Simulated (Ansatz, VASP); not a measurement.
**Co2W: VASP beside Ansatz**

```
Co W
1.0
     2.67190    0.00000    0.00000
    -1.33595    2.31393    0.00000
     0.00000    0.00000   12.52737
Co W
4 2
Cartesian
  1.3359 0.7713 9.1685
  1.3359 0.7713 5.3170
  0.0000 1.5426 3.3589
  0.0000 1.5426 7.2104
  1.3359 0.7713 1.2616
  0.0000 1.5426 11.2658
```

Alike in both runs: functional PBE; k mesh 6 × 6 × 2; occupations gaussian, width 0.1 eV; collinear spin.

Ansatz relaxed the structure, and its values are those at the end. VASP's run is a single point on that final structure, the one shown.

```csv
,VASP,Ansatz
version,VASP 6.6.1,Ansatz 0.2.0
potentials or method,"VASP PAW PBE potentials, release 64 (Co_sv, W_sv), cutoff 690 eV","scalar-relativistic, plane waves, PAW"
valence electrons in the cell,96,96
```

Ansatz gave:

* gap on the k mesh at the Fermi level (eV): none
* pressure (GPa): 0.1
* rms of the force components (eV/Å): 0.004
* net moment per atom (μB): 0.74
* size of the moment on the site where the two differ most (μB): 0.10

Question: Estimate VASP's values.

Answer: gap on the k mesh at the Fermi level (eV): none; pressure (GPa): 0.0; rms of the force components (eV/Å): 0.006; net moment per atom (μB): 0.74; size of the moment on the site where the two differ most (μB): 0.13.

Site moments also hang on the region over which each program counts them. A gap of «none» marks a metal or a gap that the smearing closes.

The k mesh is coarse, so the values compare programs but aren't converged. Neither program's run includes spin-orbit coupling.
